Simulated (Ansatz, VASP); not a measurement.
Two plane-wave programs on MgCd3O4

```xyz
8
Lattice="3.2759 0.0000 0.0000 0.0000 4.6667 0.0000 0.0000 0.0000 6.6427" Properties=species:S:1:pos:R:3 pbc="T T T"
Mg    0.0000    0.0000    0.0000
Cd    1.6379    2.3334    1.6238
Cd    0.0000    0.0000    3.3214
Cd    1.6379    2.3334    5.0189
O     0.0000    2.3334    0.0000
O     1.6379    0.0000    1.4861
O     0.0000    2.3334    3.3214
O     1.6379    0.0000    5.1566
```

Alike in both runs: functional PBE; k mesh 12 × 8 × 6; occupations gaussian, width 0.1 eV; no spin polarisation.

Ansatz relaxed the structure, and its values are those at the end. VASP's run is a single point on that final structure, the one shown.

|  | VASP | Ansatz |
| --- | --- | --- |
| version | VASP 6.6.1 | Ansatz 0.2.0 |
| potentials or method | VASP PAW PBE potentials, release 64 (Mg, Cd, O), cutoff 520 eV | scalar-relativistic, plane waves, PAW |
| valence electrons in the cell | 62 | 94 |

VASP gave:

```
gap on the k mesh at the Fermi level (eV) : none
pressure (GPa)                            : 1.0
rms of the force components (eV/Å)        : 0.019
```

Estimate Ansatz's values.

gap on the k mesh at the Fermi level (eV): none; pressure (GPa): 0.0; rms of the force components (eV/Å): 0.001.

A gap of «none» marks a metal or a gap that the smearing closes. VASP's potentials hold 62 valence electrons a cell and Ansatz's 94, so a difference there can come from the potentials and not from the codes.
